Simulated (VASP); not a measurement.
# Pb (Fd-3m) in VASP: further runs, part 2 of 2

VASP 6.6.1. Earlier steps stand in the parts before.

## (3) Single point, PBEsol

This run uses another cell than the first one, of 41.72 Å³/atom, 1.020 times its volume.

The input, INCAR:

```
ALGO     = Normal         # electronic algorithm
EDIFF    = 1E-6           # SCF threshold, eV
ENCUT    = 500            # plane-wave cutoff, eV
GGA      = PS             # functional
GGA_COMPAT= F            
ISIF     = 2              # what is computed and relaxed
ISMEAR   = 1              # smearing method
LASPH    = T              # aspherical terms in the spheres
LCHARG   = F              # write CHGCAR
LREAL    = F              # projectors in reciprocal space
LWAVE    = F              # write WAVECAR
NBANDS   = 21             # bands
NELM     = 120            # most SCF steps
PREC     = Accurate       # precision mode
SIGMA    = 0.05           # smearing width, eV
```

The input, KPOINTS:

```
k-points
0
Gamma
  5 5 5
```

The input, POSCAR:

```
Pb
1.0
    0.0000000000      3.4684191975      3.4684191975
    3.4684191975      0.0000000000      3.4684191975
    3.4684191975      3.4684191975      0.0000000000
Pb
2
Direct
    1.0000000000      1.0000000000      1.0000000000
    0.2500000000      0.2500000000      0.2500000000
```

Potentials or basis: VASP PAW PBE potentials, release 64 (Pb_d).

Launch:

```bash
$ cat potpaw_PBE.64/Pb_d/POTCAR > POTCAR
$ mpirun -np 1 vasp_std > vasp.out
```

OUTCAR:

```text
EDIFF = 1E-6
   ENCUT = 500
   GGA = PS
   ISIF = 2
   ISMEAR = 1
   LASPH = T
   LREAL = F
   NELM = 120
   PREC = Accurate

 ion  position               nearest neighbor table
   1  0.000  0.000  0.000-   2 3.00   2 3.00   2 3.00   2 3.00
   2  0.250  0.250  0.250-   1 3.00   1 3.00   1 3.00   1 3.00

  LATTYP: Found a face centered cubic cell.
 ALAT       =     6.9368383950

  Lattice vectors:

 A1 = (   0.0000000000,   3.4684191975,   3.4684191975)
 A2 = (   3.4684191975,   0.0000000000,   3.4684191975)
 A3 = (   3.4684191975,   3.4684191975,   0.0000000000)

Analysis of symmetry for initial positions (statically):
=====================================================================
 Subroutine PRICEL returns:
 Original cell was already a primitive cell.

 Routine SETGRP: Setting up the symmetry group for a
 face centered cubic supercell.

 Subroutine GETGRP returns: Found 48 space group operations
 (whereof 24 operations were pure point group operations)
 out of a pool of 48 trial point group operations.

The static configuration has the point symmetry T_d .
 The point group associated with its full space group is O_h .

Analysis of symmetry for dynamics (positions and initial velocities):
=====================================================================
 Subroutine PRICEL returns:
 Original cell was already a primitive cell.

 Routine SETGRP: Setting up the symmetry group for a
 face centered cubic supercell.

 Subroutine GETGRP returns: Found 48 space group operations
 (whereof 24 operations were pure point group operations)
 out of a pool of 48 trial point group operations.

The dynamic configuration has the point symmetry T_d .
 The point group associated with its full space group is O_h .

 Subroutine INISYM returns: Found 48 space group operations
 (whereof 24 operations are pure point group operations),
 and found     1 'primitive' translations

----------------------------------------------------------------------------------------

                                     Primitive cell

  volume of cell :      83.4497

  direct lattice vectors                    reciprocal lattice vectors
     0.000000000  3.468419197  3.468419197    -0.144157892  0.144157892  0.144157892
     3.468419197  0.000000000  3.468419197     0.144157892 -0.144157892  0.144157892
     3.468419197  3.468419197  0.000000000     0.144157892  0.144157892 -0.144157892

  length of vectors
     4.905085469  4.905085469  4.905085469     0.249688793  0.249688793  0.249688793

  position of ions in fractional coordinates (direct lattice)
     0.000000000  0.000000000  0.000000000
     0.250000000  0.250000000  0.250000000

  ion indices of the primitive-cell ions
   primitive index   ion index
                 1           1
                 2           2

----------------------------------------------------------------------------------------

 KPOINTS: k-points

Automatic generation of k-mesh.
 Grid dimensions read from file:
 generate k-points for:    5    5    5

 Generating k-lattice:

  Cartesian coordinates                     Fractional coordinates (reciprocal lattice)
    -0.028831578  0.028831578  0.028831578     0.200000000  0.000000000  0.000000000
     0.028831578 -0.028831578  0.028831578     0.000000000  0.200000000  0.000000000
     0.028831578  0.028831578 -0.028831578     0.000000000  0.000000000  0.200000000

  Length of vectors
     0.049937759  0.049937759  0.049937759

  Shift w.r.t. Gamma in fractional coordinates (k-lattice)
     0.000000000  0.000000000  0.000000000

 Subroutine IBZKPT returns following result:
 ===========================================

 Found     10 irreducible k-points:

 Following reciprocal coordinates:
            Coordinates               Weight
  0.000000  0.000000  0.000000      1.000000
  0.200000  0.000000  0.000000      8.000000
  0.400000  0.000000  0.000000      8.000000
  0.200000  0.200000  0.000000      6.000000
  0.400000  0.200000  0.000000     24.000000
 -0.400000  0.200000  0.000000     24.000000
 -0.200000  0.200000  0.000000     12.000000
  0.400000  0.400000  0.000000      6.000000
 -0.400000  0.400000  0.000000     12.000000
 -0.400000  0.400000  0.200000     24.000000
   k-points           NKPTS =     10   k-points in BZ     NKDIM =     10   number of bands    NBANDS=     21
   number of dos      NEDOS =    301   number of ions     NIONS =      2
   total plane-waves  NPLWV =  46656
   dimension x,y,z NGX =    36 NGY =   36 NGZ =   36
   dimension x,y,z NGXF=    72 NGYF=   72 NGZF=   72
   ions per type =               2
   NGX,Y,Z   is equivalent  to a cutoff of  12.20, 12.20, 12.20 a.u.
   NGXF,Y,Z  is equivalent  to a cutoff of  24.40, 24.40, 24.40 a.u.
 SYSTEM =  unknown system
   PREC   = accura    normal or accurate (medium, high low for compatibility)
   ISTART =      0    job   : 0-new  1-cont  2-samecut
   ICHARG =      2    charge: 1-file 2-atom 10-const
   ISPIN  =      1    spin polarized calculation?
   LNONCOLLINEAR =      F non collinear calculations
   LSORBIT =      F    spin-orbit coupling
   LASPH  =      T    aspherical Exc in radial PAW
   ENCUT  =  500.0 eV  36.75 Ry    6.06 a.u.   8.94  8.94  8.94*2*pi/ulx,y,z
   NELM   =    120;   NELMIN=  2; NELMDL= -5     # of ELM steps
   EDIFF  = 0.1E-05   stopping-criterion for ELM
   LREAL  =      F    real-space projection
   EDIFFG = 0.1E-04   stopping-criterion for IOM
   NSW    =      0    number of steps for IOM
   IBRION =     -1    ionic relax: 0-MD 1-quasi-New 2-CG
   NFREE  =      0    steps in history (QN), initial steepest desc. (CG)
   ISIF   =      2    stress and relaxation
   ISYM   =      2    0-nonsym 1-usesym 2-fastsym
   POTIM  = 0.5000    time-step for ionic-motion
   TEBEG  =    0.0;   TEEND  =   0.0 temperature during run
   PSTRESS=    0.0 pullay stress
   NELECT =      28.0000    total number of electrons
   NUPDOWN=      -1.0000    fix difference up-down
   EMIN   =  10.00;   EMAX   =-10.00  energy-range for DOS
   EFERMI =   0.00;   METHOD = LEGACY
   ISMEAR =     1;   SIGMA  =   0.05  broadening in eV -4-tet -1-fermi 0-gaus
   EFERMI_NEDOS =   21; number of points for ismear=-14 and -15
   IALGO  =     38    algorithm
   IMIX   =      4    mixing-type and parameters
     AMIX     =   0.40;   BMIX     =  1.00
     AMIX_MAG =   1.60;   BMIX_MAG =  1.00
  volume/ion in A,a.u.               =      41.72       281.57
  Fermi-wavevector in a.u.,A,eV,Ry     =   1.137590  2.149734 17.607462  1.294112
  Thomas-Fermi vector in A             =   2.274295
   LORBIT       =      0    0 simple, 1 ext, 2 COOP (PROOUT), +10 PAW based schemes
   GGA     = PS    functional components
   LHFCALC =     F    Hartree Fock is set to
   AEXX    =    0.0000 exact exchange contribution
   IVDW    =     0    specifies the selected vdW correction
   LEPSILON=     F    determine dielectric tensor
   LRPA    =     F    only Hartree local field effects (RPA)
 non-spin polarized calculation
 Methfessel and Paxton  Order N= 1 SIGMA  =   0.05
  energy-cutoff  :      500.00
  volume of cell :       83.45
 maximum number of plane-waves:      2143
   NGX = 17   NGY = 17   NGZ = 17

 number of electron      27.9999988 magnetization

 Free energy of the ion-electron system (eV)
  ---------------------------------------------------
  ext. energy  EPLUGINS =         0.00000000
  ---------------------------------------------------
  free energy    TOTEN  =        -7.30159130 eV

  energy without entropy =       -7.30106527  energy(sigma->0) =       -7.30141596

 E-fermi :   3.7854     XC(G=0):  -8.5102

 val. band max:        3.6857736903   @ k =   0.2000   0.0000   0.0000
 cond. band min:       3.8112036135   @ k =   0.2000   0.0000   0.0000
 fundamental gap:      0.1254299232
 Fermi energy:         3.7853714906

 k-point     1 :       0.0000    0.0000    0.0000
  band No.  band energies     occupation
      1     -13.1414      2.00000
      2     -13.1414      2.00000
      3     -13.1414      2.00000
      4     -13.0668      2.00000
      5     -13.0668      2.00000
      6     -12.6615      2.00000
[... 13 lines left out ...]
     20      11.8491      0.00000
     21      11.8491      0.00000
[... 193 lines left out ...]
 k-point    10 :      -0.4000    0.4000    0.2000
  band No.  band energies     occupation
      1     -13.2276      2.00000
      2     -13.2177      2.00000
      3     -13.0345      2.00000
      4     -12.9232      2.00000
      5     -12.9105      2.00000
      6     -12.8638      2.00000
[... 13 lines left out ...]
     20      11.9807      0.00000
     21      13.4030      0.00000

------------------------ aborting loop because EDIFF is reached ----------------------------------------

  FORCE on cell =-STRESS in cart. coord.  units (eV):
  Direction    XX          YY          ZZ          XY          YZ          ZX
  --------------------------------------------------------------------------------------
  -------------------------------------------------------------------------------------
  Total       -0.0531004     -0.0531004     -0.0531004      0.0000000      0.0000000     -0.0000000
  in kB       -1.0194906     -1.0194906     -1.0194906      0.0000000      0.0000000     -0.0000000
  external PRESSURE =      -1.0194906 kB  Pullay stress =       0.0000000 kB

 VOLUME and BASIS-vectors are now :
 -----------------------------------------------------------------------------
  energy-cutoff  :      500.00
  volume of cell :       83.45
      direct lattice vectors                 reciprocal lattice vectors
     0.000000000  3.468419197  3.468419197    -0.144157892  0.144157892  0.144157892
     3.468419197  0.000000000  3.468419197     0.144157892 -0.144157892  0.144157892
     3.468419197  3.468419197  0.000000000     0.144157892  0.144157892 -0.144157892

 POSITION                                       TOTAL-FORCE (eV/Angst)
 -----------------------------------------------------------------------------------
      0.00000      0.00000      0.00000         0.000000      0.000000      0.000000
      1.73421      1.73421      1.73421        -0.000000     -0.000000     -0.000000
 -----------------------------------------------------------------------------------
    total drift:                                0.000000      0.000000      0.000000

  FREE ENERGIE OF THE ION-ELECTRON SYSTEM (eV)
  ---------------------------------------------------
  free  energy   TOTEN  =        -7.3015913010 eV

  energy  without entropy=       -7.3010652731  energy(sigma->0) =       -7.30141596
```

Wall time 16 s (1 thread of AMD EPYC 7R43 (Zen 3), shared host); peak memory 0.16 GiB.

What came out:

```yaml
Free_energy: -7.3016 eV
Pressure: -0.1 GPa
Band_gap_on_the_k_mesh: zero (band 14 reaches 4.33 eV, above the bottom of band 15 at 3.29 eV)
```

Levels at points of the mesh, in eV from the Fermi level:
```
           k point  band 10  band 11  band 12  band 13  band 14  band 15  band 16  band 17  band 18  band 19
(0.00, 0.00, 0.00)   -16.43   -10.86    -3.93     0.54     0.54     0.54     2.54     2.54     2.54     4.14
```

Caveat: the PAW data sets were made with another functional, which shifts forces and pressure a little; spin-orbit coupling is left out, which moves the levels of the heavy elements.
